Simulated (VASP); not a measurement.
Wanted: the native input for a VASP 6.6.1 run.

* Task: single point
* Functional: PBE
* Potentials or basis: VASP PAW PBE potentials, release 64 (Si, Al)
* Cutoff: 520 eV
* k mesh: 2 × 2 × 2
* Occupations: gaussian, width 0.05 eV
* Spin: collinear spin, zero start
* Starting moments: [0.0, 0.0, 0.0, 0.0, 0.0, 0.0, 0.0, 0.0, 0.0, 0.0, 0.0, 0.0, 0.0, 0.0, 0.0, 0.0, 0.0] μB
* Dipole correction: no
* Further INCAR settings: LREAL = Auto; ALGO = Normal; EDIFF = 1e-07; NBANDS = 52

The structure of AlSi16 (a cell with a defect) lies in POSCAR:

```
AlSi16
1.0
    0.0000000000      5.4300000000      5.4300000000
    5.4300000000      0.0000000000      5.4300000000
    5.4300000000      5.4300000000      0.0000000000
Si Al
16 1
Direct
   -0.0082297422     -0.0011054328      0.0092407919
    0.1067427256      0.1139139963      0.1512464088
    0.0082729282      0.0154828729      0.5153939227
    0.1330970534      0.1402432781      0.6401607735
   -0.0333646409      0.5111670350      0.0110832413
    0.1086722836      0.6261465009      0.1260669429
   -0.0082280847      0.5093238490      0.4988151934
    0.1067443831      0.6513340700      0.6138302026
    0.5039867403     -0.0262058932      0.0110650092
    0.6190232044      0.1157699816      0.1260545120
    0.5021730203     -0.0011175875      0.4988023020
    0.6441304788      0.1139046961      0.6138216390
    0.4777463168      0.4848490792     -0.0152290055
    0.6024939227      0.6096414365      0.1095616943
    0.5039888582      0.5111488950      0.4737127993
    0.6190249540      0.6261345304      0.6156925414
    0.3053939227      0.3125725599      0.8124883978
```

The input as run:

INCAR

```
PREC = Accurate
ENCUT = 520
EDIFF = 1E-7
ISMEAR = 0
SIGMA = 0.05
LREAL = Auto
LASPH = True
NELM = 150
ALGO = Normal
ISIF = 2
LWAVE = False
LCHARG = False
ISPIN = 2
MAGMOM = 0 0 0 0 0 0 0 0 0 0 0 0 0 0 0 0 0
LORBIT = 11
GGA = PE
NBANDS = 52
```

KPOINTS

```
Automatic mesh
0
Gamma
  2 2 2
```

Potentials or basis: VASP PAW PBE potentials, release 64 (Si, Al).

Launch:

```sh
$ cat potpaw_PBE.64/Si/POTCAR potpaw_PBE.64/Al/POTCAR > POTCAR
$ mpirun -np 1 vasp_std > vasp.out
```

Results of the run:

```yaml
Pressure: 5.5 GPa
Largest_force: 0.066 eV/Å
Net_moment: 0.00 μB per cell
Valence_electrons_inside_the_program's_atomic_spheres: Si 1.70, 1.68, 1.71 (each value once); Al 0.87
```

Caveat: the k points lie up to 0.50 Å⁻¹ apart; no moment was typed at the start, so none could form.

It took 7 min on 1 thread of Intel(R) Xeon(R) Platinum 8259CL CPU @ 2.50GHz (Skylake/Cascade Lake) (shared host), peak memory 0.68 GiB.
